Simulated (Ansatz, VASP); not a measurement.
## AlGaN2 in VASP and in Ansatz

INCAR

```
SYSTEM = AlGaN2
  PREC = Accurate
  ENCUT = 520
  EDIFF = 1E-6
  ISMEAR = 0
  SIGMA = 0.05
  LREAL = .FALSE.
  LASPH = .TRUE.
  NELM = 60
  ALGO = Normal
  ISIF = 2
  LWAVE = .FALSE.
  LCHARG = .TRUE.
  LELF = .TRUE.
  LVHAR = .TRUE.
  NBANDS = 36
```

The input KPOINTS:

```
regular mesh
0
G
  8 8 4
  0 0 0
```

Contents of POSCAR:

```
AlGaN2
1.0
    3.1152864652      0.0000000000      0.0000000000
    0.0000000000      3.1152864652      0.0000000000
    0.0000000000      0.0000000000      8.7686604219
Al Ga N
2 2 4
Direct
    0.5000000000      0.5000000000      0.2500000000
    0.5000000000      0.5000000000      0.7500000000
    0.0000000000      0.0000000000     -0.0038127495
    0.0000000000      0.0000000000      0.5038127495
    0.5000000000      0.0000000000      0.3529192871
    0.5000000000      0.0000000000      0.8871320385
    0.0000000000      0.5000000000      0.1470807129
    0.0000000000      0.5000000000      0.6128679615
```

Input for Ansatz:

```yaml
crystal:
  lattice:
    - [3.1152864652, 0.0, 0.0]
    - [0.0, 3.1152864652, 0.0]
    - [0.0, 0.0, 8.7686604219]
  atoms:
    - { symbol: Al, position: [0.5, 0.5, 0.25] }
    - { symbol: Al, position: [0.5, 0.5, 0.75] }
    - { symbol: Ga, position: [0.0, 0.0, -0.0038127495] }
    - { symbol: Ga, position: [0.0, 0.0, 0.5038127495] }
    - { symbol: "N", position: [0.5, 0.0, 0.3529192871] }
    - { symbol: "N", position: [0.5, 0.0, 0.8871320385] }
    - { symbol: "N", position: [0.0, 0.5, 0.1470807129] }
    - { symbol: "N", position: [0.0, 0.5, 0.6128679615] }
basis:
  ecutwfc: 420
kpoints:
  mp_grid: { grid: [8, 8, 4] }
hamiltonian:
  xc: lda
scf:
  occupations: { method: gaussian, width: 0.05 }
output:
  forces: true
  stress: true
  eigenvalues: true
```

Change from the starting cell: mode 23 (735.8 1/cm) frozen in, largest displacement -0.150 Å.

Alike in both runs: task single point; functional LDA; k mesh 8 × 8 × 4; occupations gaussian, width 0.05 eV; no spin polarisation.

|  | VASP | Ansatz |
| --- | --- | --- |
| version | VASP 6.6.1 | Ansatz 0.2.0 |
| potentials or method | VASP PAW LDA potentials, release 64 (Al, Ga_d, N), cutoff 520 eV | scalar-relativistic, plane waves, PAW |
| valence electrons in the cell | 52 | 52 |

|  | VASP | Ansatz | Ansatz less VASP |
| --- | --- | --- | --- |
| gap on the k mesh at the Fermi level (eV) | 1.94 | 1.95 | +0.005 |
| least direct gap on the mesh (eV) | 1.94 | 1.95 | +0.005 |
| pressure (GPa) | 5.1 | 4.1 | -0.95 |
| traceless stress, the component that is largest in VASP (GPa) | -5.50 | -5.45 | +0.057 |
| rms of the force components (eV/Å) | 2.125 | 2.102 | -0.0228 |

LDA's correlation is that of Perdew and Zunger in VASP and of Perdew and Wang (1992) in Ansatz. Atom by atom the forces differ by 0.025 eV/Å (rms over components).
